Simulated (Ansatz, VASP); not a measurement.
One calculation of BaS, two programs

INCAR

```
PREC = Accurate
ENCUT = 520
EDIFF = 1E-6
ISMEAR = -1
SIGMA = 0.05
LREAL = F
LASPH = T
NELM = 60
ALGO = Normal
ISIF = 2
LWAVE = F
LCHARG = T
LELF = T
LVHAR = T
NBANDS = 15
```

The input KPOINTS:

```
regular mesh
0
Gamma
  7 7 7
```

File POSCAR:

```
BaS
1.0
    0.0000000000      3.1937500000      3.1937500000
    3.1937500000      0.0000000000      3.1937500000
    3.1937500000      3.1937500000      0.0000000000
Ba S
1 1
Direct
    0.0000000000      0.0000000000      0.0000000000
    0.5000000000      0.5000000000      0.5000000000
```

input.yaml

```yaml
crystal:
  lattice:
    - [0.0, 3.19375, 3.19375]
    - [3.19375, 0.0, 3.19375]
    - [3.19375, 3.19375, 0.0]
  atoms:
    - { symbol: Ba, position: [0.0, 0.0, 0.0] }
    - { symbol: S, position: [0.5, 0.5, 0.5] }
hamiltonian:
  xc: lda
  pseudopotentials: { kind: paw }
kpoints:
  mp_grid: { grid: [7, 7, 7] }
  band_path:
    path:
      - [[0.0, 0.0, 0.0], [0.5, 0.0, 0.5], [0.5, 0.25, 0.75], [0.375, 0.375, 0.75], [0.0, 0.0, 0.0], [0.5, 0.5, 0.5], [0.625, 0.25, 0.625], [0.5, 0.25, 0.75], [0.5, 0.5, 0.5], [0.375, 0.375, 0.75]]
      - [[0.625, 0.25, 0.625], [0.5, 0.0, 0.5]]
    npoints: 14
scf:
  occupations: { method: fermi_dirac, width: 0.05 }
  n_extra_bands: 6
output:
  forces: true
  stress: true
  eigenvalues: true
  fatbands: true
```

Alike in both runs: functional LDA; k mesh 7 × 7 × 7; occupations fermi-dirac, width 0.05 eV; no spin polarisation.

|  | VASP | Ansatz |
| --- | --- | --- |
| version | VASP 6.6.1 | Ansatz 0.2.0 |
| potentials or method | VASP PAW LDA potentials, release 64 (Ba_sv, S) | Ansatz PAW |
| plane-wave cutoff (eV) | 520 | 420 |
| valence electrons in the cell | 16 | 16 |
| task | single point | band structure |

Ansatz gave:

```
gap on the k mesh at the Fermi level (eV) : 2.07
least direct gap on the mesh (eV)         : 2.18
pressure (GPa)                            : -2.5
```

Q: Estimate VASP's values.

A: gap on the k mesh at the Fermi level (eV): 1.96; least direct gap on the mesh (eV): 2.11; pressure (GPa): -1.8.

LDA's correlation is that of Perdew and Zunger in VASP and of Perdew and Wang (1992) in Ansatz.

Spin-orbit coupling is off throughout. Noted on Ansatz's run: the k mesh misses the band edges, so the gap on the mesh is wider than the one along the path.
